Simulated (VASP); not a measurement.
## Mn: single point with RPBE

The system is Mn.

```xyz
1
Lattice="0.0000 1.6903 1.6903 1.6903 0.0000 1.6903 1.6903 1.6903 0.0000" Properties=species:S:1:pos:R:3 pbc="T T T"
Mn    0.0000    0.0000    0.0000
```

This cell differs from its parent crystal: volume scaled by 0.88.

```yaml
Program: VASP 6.6.1
Task: single point
Functional: RPBE
Potentials_or_basis: VASP PAW PBE potentials, release 64 (Mn_pv)
Cutoff: 520 eV
k_mesh: 17 × 17 × 17
Occupations: fermi-dirac, width 0.1 eV
Spin: no spin polarisation
Dipole_correction: no
Further_INCAR_settings: ALGO = Normal; EDIFF = 1e-06; NBANDS = 12
```

| Property | Result |
| --- | --- |
| Pressure | 44.8 GPa |

Levels at points of the mesh, in eV from the Fermi level:
| k point | band 3 | band 4 | band 5 | band 6 | band 7 | band 8 | band 9 | band 10 | band 11 | band 12 |
| --- | --- | --- | --- | --- | --- | --- | --- | --- | --- | --- |
| (0.00, 0.00, 0.00) | -47.64 | -8.78 | -1.34 | -1.34 | -1.34 | 0.64 | 0.64 | 22.08 | 28.67 | 28.67 |

Wall time 14 s on 1 thread of AMD EPYC 7R13 Processor (Zen 3) (shared host), peak memory 0.1 GiB.

Caveat: the PAW data sets were made with another functional, which shifts forces and pressure a little; the run has no spin polarisation, though such a crystal can be magnetic. Spin polarisation is off, so any magnetic state and its effect on volume and gap are missing.
